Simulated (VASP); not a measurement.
# Si2W (I4/mmm) in VASP: a series of runs, part 3 of 3

VASP 6.6.1. Earlier steps stand in the parts before.

### Step 5. Electric field gradients, PBEsol (zz strain of -2 %)

Input file INCAR:

```
SYSTEM = Si2W
ALGO     = Normal         ! electronic algorithm
EDIFF    = 1E-8           ! SCF threshold, eV
ENCUT    = 520            ! plane-wave cutoff, eV
GGA      = PS             ! functional
ISIF     = 2              ! what is computed and relaxed
ISMEAR   = -1             ! smearing method
LASPH    = .True.         ! aspherical terms in the spheres
LCHARG   = .False.        ! write CHGCAR
LEFG     = .True.       
LREAL    = .False.        ! projectors in reciprocal space
LWAVE    = .False.        ! write WAVECAR
NBANDS   = 18             ! bands
NELM     = 80             ! most SCF steps
PREC     = Accurate       ! precision mode
SIGMA    = 0.03           ! smearing width, eV
```

Input file KPOINTS:

```
k-points
0
Gamma
  18 18 18
  0 0 0
```

Input file POSCAR:

```
Si2W
1.0
   -1.6060000000      1.6060000000      3.8612000000
    1.6060000000     -1.6060000000      3.8612000000
    1.6060000000      1.6060000000     -3.8612000000
Si W
2 1
Direct
    0.3330000000      0.3330000000      0.0000000000
    0.6670000000      0.6670000000      0.0000000000
    0.0000000000      0.0000000000      0.0000000000
```

Potentials or basis: VASP PAW PBE potentials, release 64 (Si, W_sv).

The run is started by

```
cat potpaw_PBE.64/Si/POTCAR potpaw_PBE.64/W_sv/POTCAR > POTCAR
mpirun -np 1 vasp_std > vasp.out
```

OUTCAR:

```text
SYSTEM = Si2W
   EDIFF = 1E-8
   ENCUT = 520
   GGA = PS
   ISIF = 2
   ISMEAR = -1
   LASPH = .True.
   LREAL = .False.
   NELM = 80
   PREC = Accurate

 ion  position               nearest neighbor table
   1  0.333  0.333  0.000-   3 2.57   2 2.58   2 2.61   2 2.61   2 2.61   2 2.61   3 2.61   3 2.61
                             3 2.61   3 2.61
   2  0.667  0.667  0.000-   3 2.57   1 2.58   1 2.61   1 2.61   1 2.61   1 2.61   3 2.61   3 2.61
                             3 2.61   3 2.61
   3  0.000  0.000  0.000-   1 2.57   2 2.57   2 2.61   1 2.61   2 2.61   2 2.61   2 2.61   1 2.61
                             1 2.61   1 2.61

  LATTYP: Found a body centered tetragonal cell.
 ALAT       =     3.2120000000
 C/A-ratio  =     2.4042341220

  Lattice vectors:

 A1 = (  -1.6060000000,   1.6060000000,   3.8612000000)
 A2 = (   1.6060000000,  -1.6060000000,   3.8612000000)
 A3 = (   1.6060000000,   1.6060000000,  -3.8612000000)

Analysis of symmetry for initial positions (statically):
=====================================================================
 Subroutine PRICEL returns:
 Original cell was already a primitive cell.

 Routine SETGRP: Setting up the symmetry group for a
 body centered tetragonal supercell.

 Subroutine GETGRP returns: Found 16 space group operations
 (whereof 16 operations were pure point group operations)
 out of a pool of 16 trial point group operations.

The static configuration has the point symmetry D_4h.

Analysis of symmetry for dynamics (positions and initial velocities):
=====================================================================
 Subroutine PRICEL returns:
 Original cell was already a primitive cell.

 Routine SETGRP: Setting up the symmetry group for a
 body centered tetragonal supercell.

 Subroutine GETGRP returns: Found 16 space group operations
 (whereof 16 operations were pure point group operations)
 out of a pool of 16 trial point group operations.

The dynamic configuration has the point symmetry D_4h.

 Subroutine INISYM returns: Found 16 space group operations
 (whereof 16 operations are pure point group operations),
 and found     1 'primitive' translations

----------------------------------------------------------------------------------------

                                     Primitive cell

  volume of cell :      39.8358

  direct lattice vectors                    reciprocal lattice vectors
    -1.606000000  1.606000000  3.861200000     0.000000000  0.311332503  0.129493422
     1.606000000 -1.606000000  3.861200000     0.311332503  0.000000000  0.129493422
     1.606000000  1.606000000 -3.861200000     0.311332503  0.311332503  0.000000000

  length of vectors
     4.479658183  4.479658183  4.479658183     0.337189077  0.337189077  0.440290648

  position of ions in fractional coordinates (direct lattice)
     0.333000000  0.333000000  0.000000000
     0.667000000  0.667000000  0.000000000
     0.000000000  0.000000000  0.000000000
[... 87 lines left out ...]
   TEBEG  =    0.0;   TEEND  =   0.0 temperature during run
   PSTRESS=    0.0 pullay stress
   NELECT =      22.0000    total number of electrons
   NUPDOWN=      -1.0000    fix difference up-down
   EMIN   =  10.00;   EMAX   =-10.00  energy-range for DOS
   EFERMI =   0.00;   METHOD = LEGACY
   ISMEAR =    -1;   SIGMA  =   0.03  broadening in eV -4-tet -1-fermi 0-gaus
   EFERMI_NEDOS =   21; number of points for ismear=-14 and -15
   IALGO  =     38    algorithm
   IMIX   =      4    mixing-type and parameters
     AMIX     =   0.40;   BMIX     =  1.00
     AMIX_MAG =   1.60;   BMIX_MAG =  1.00
  volume/ion in A,a.u.               =      13.28        89.61
  Fermi-wavevector in a.u.,A,eV,Ry     =   1.343150  2.538186 24.545626  1.804053
  Thomas-Fermi vector in A             =   2.471247
   LORBIT       =      0    0 simple, 1 ext, 2 COOP (PROOUT), +10 PAW based schemes
   GGA     = PS    functional components
   LHFCALC =     F    Hartree Fock is set to
   AEXX    =    0.0000 exact exchange contribution
   IVDW    =     0    specifies the selected vdW correction
   LEPSILON=     F    determine dielectric tensor
   LRPA    =     F    only Hartree local field effects (RPA)
 non-spin polarized calculation
  energy-cutoff  :      520.00
  volume of cell :       39.84
 maximum number of plane-waves:      1093
 NGX is ok and might be reduce to    36
   NGX = 17   NGY = 17   NGZ = 17

 number of electron      22.0000000 magnetization

 Free energy of the ion-electron system (eV)
  ---------------------------------------------------
  ext. energy  EPLUGINS =         0.00000000
  ---------------------------------------------------
  free energy    TOTEN  =       -26.62768244 eV

  energy without entropy =      -26.62717725  energy(sigma->0) =      -26.62742984

 E-fermi :  12.0496     XC(G=0): -12.6768

 val. band max:       12.0157064887   @ k =  -0.3889   0.5000   0.3333
 cond. band min:      12.0986767378   @ k =  -0.3889  -0.4444   0.3333
 fundamental gap:      0.0829702490
 Fermi energy:        12.0495507092

 k-point     1 :       0.0000    0.0000    0.0000
  band No.  band energies     occupation
      1     -61.7039      2.00000
      2     -25.9837      2.00000
      3     -25.9579      2.00000
      4     -25.9579      2.00000
      5      -2.1324      2.00000
      6       5.1922      2.00000
[... 481 lines left out ...]
      5      -1.2187      2.00000
      6       5.3191      2.00000
[... 10 lines left out ...]
     17      18.4655      0.00000
     18      20.2375      0.00000

 [... further k-points ...]

------------------------ aborting loop because EDIFF is reached ----------------------------------------

  FORCE on cell =-STRESS in cart. coord.  units (eV):
  Direction    XX          YY          ZZ          XY          YZ          ZX
  --------------------------------------------------------------------------------------
  -------------------------------------------------------------------------------------
  Total       -0.0768665     -0.0768665      1.6452305      0.0000000      0.0000000      0.0000000
  in kB       -3.0915374     -3.0915374     66.1704292      0.0000000      0.0000000      0.0000000
  external PRESSURE =      19.9957848 kB  Pullay stress =       0.0000000 kB

 VOLUME and BASIS-vectors are now :
 -----------------------------------------------------------------------------
  energy-cutoff  :      520.00
  volume of cell :       39.84
      direct lattice vectors                 reciprocal lattice vectors
    -1.606000000  1.606000000  3.861200000     0.000000000  0.311332503  0.129493422
     1.606000000 -1.606000000  3.861200000     0.311332503  0.000000000  0.129493422
     1.606000000  1.606000000 -3.861200000     0.311332503  0.311332503  0.000000000

 POSITION                                       TOTAL-FORCE (eV/Angst)
 -----------------------------------------------------------------------------------
      0.00000      0.00000      2.57156         0.000000      0.000000      0.237962
      0.00000      0.00000      5.15084        -0.000000     -0.000000     -0.237962
      0.00000      0.00000      0.00000         0.000000      0.000000     -0.000000
 -----------------------------------------------------------------------------------
    total drift:                                0.000000      0.000000     -0.000000

  FREE ENERGIE OF THE ION-ELECTRON SYSTEM (eV)
  ---------------------------------------------------
  free  energy   TOTEN  =       -26.6276824415 eV

  energy  without entropy=      -26.6271772470  energy(sigma->0) =      -26.62742984

 Electric field gradients (V/A^2)
---------------------------------------------------------------------
 ion       V_xx      V_yy      V_zz      V_xy      V_xz      V_yz
---------------------------------------------------------------------
   1       6.730     6.730   -13.460     0.000    -0.000    -0.000
   2       6.730     6.730   -13.460     0.000    -0.000    -0.000
   3      91.168    91.168  -182.337     0.000     0.000     0.000
---------------------------------------------------------------------

 Electric field gradients after diagonalization (V/A^2)
 (convention: |V_zz| > |V_xx| > |V_yy|)
----------------------------------------------------------------------
 ion       V_xx      V_yy      V_zz     asymmetry (V_yy - V_xx)/ V_zz
----------------------------------------------------------------------
   1       6.730     6.730   -13.460       0.000
   2       6.730     6.730   -13.460       0.000
   3      91.169    91.168  -182.337       0.000
----------------------------------------------------------------------

           NMR quadrupolar parameters

 Cq : quadrupolar parameter    Cq=e*Q*V_zz/h
 eta: asymmetry parameters     (V_yy - V_xx)/ V_zz
 Q  : nuclear electric quadrupole moment in mb (millibarn)
----------------------------------------------------------------------
 ion       Cq(MHz)       eta       Q (mb)
----------------------------------------------------------------------
   1      -0.033       0.000       1.000
   2      -0.033       0.000       1.000
   3      -0.441       0.000       1.000
----------------------------------------------------------------------
```

Wall time 4.2 min (1 thread of Intel Xeon Platinum 8488C (Sapphire Rapids), shared host); peak memory 0.46 GiB.

Results:

| Item | Value |
| --- | --- |
| Free energy | -26.6277 eV |
| Pressure | 2.0 GPa |
| Largest force | 0.238 eV/Å |
| Band gap on the k mesh | zero (bands 11 and 12 overlap by 1.30 eV) |
| Largest electric field gradient by atom | Si -13.5; W -182.3 V/Å² |

Forces in eV/Å, atoms in the order of the input:
```
Si   0.000  0.000  0.238
Si   0.000  0.000 -0.238
W    0.000  0.000  0.000
```

Stress tensor (GPa, compression positive):
```
-0.31  0.00  0.00
 0.00 -0.31  0.00
 0.00  0.00  6.62
```

Levels at points of the mesh, in eV from the Fermi level:
| k point | band 9 | band 10 | band 11 | band 12 | band 13 | band 14 |
| --- | --- | --- | --- | --- | --- | --- |
| (0.00, 0.00, 0.00) | -2.96 | -2.96 | 0.60 | 2.75 | 2.81 | 3.15 |
| (0.50, 0.00, 0.00) | -2.83 | -2.80 | -0.49 | 2.70 | 2.70 | 4.22 |
| (0.50, 0.50, 0.00) | -5.12 | -3.19 | -1.68 | 2.97 | 2.98 | 3.17 |
| (0.50, 0.50, 0.50) | -0.94 | -0.94 | -0.47 | -0.47 | 0.80 | 4.81 |

Electric field gradients, principal values (V/Å²):
```
atom   least  middle  greatest (by size)
1 Si   6.730   6.730             -13.460
2 Si   6.730   6.730             -13.460
 3 W  91.168  91.169            -182.337
```

Caveat: the cell differs from its parent crystal (zz strain of -2 %); without QUAD_EFG the Cq values of the log hold for a quadrupole moment of 1 mb, not for the nuclei; the PAW data sets were made with another functional, which shifts forces and pressure a little; spin-orbit coupling is left out, which moves the levels of the heavy elements.

### Step 6. Summary

| cell | gap on the mesh (eV) | pressure (GPa) | largest force (eV/Å) |
| --- | --- | --- | --- |
| a = 4.559 Å, angles 138.3, 138.3, 60.4°, 3 atoms | none | -7.3 | 0.31 |
| a = 4.571 Å, angles 138.0, 138.0, 60.9°, 3 atoms | none | -10.9 | 0.34 |
| a = 4.486 Å, angles 138.6, 138.6, 59.9°, 3 atoms | none | 6.7 | 0.19 |
| a = 4.480 Å, angles 138.0, 138.0, 60.9°, 3 atoms | none | 2.0 | 0.24 |

Alike in all rows: task electric field gradients; level PBEsol; potentials or basis VASP PAW PBE potentials, release 64 (Si, W_sv); no spin polarisation; k mesh 18 × 18 × 18; cutoff (eV) 520; smearing fermi-dirac 0.03 eV.

Caveats: the PAW data sets were made with another functional, which shifts forces and pressure a little; spin-orbit coupling is left out, which moves the levels of the heavy elements; the cell stands under tension (at least some runs); the cell stands under pressure (at least some runs).

Absolute energies hang on the potentials; compare differences alone.
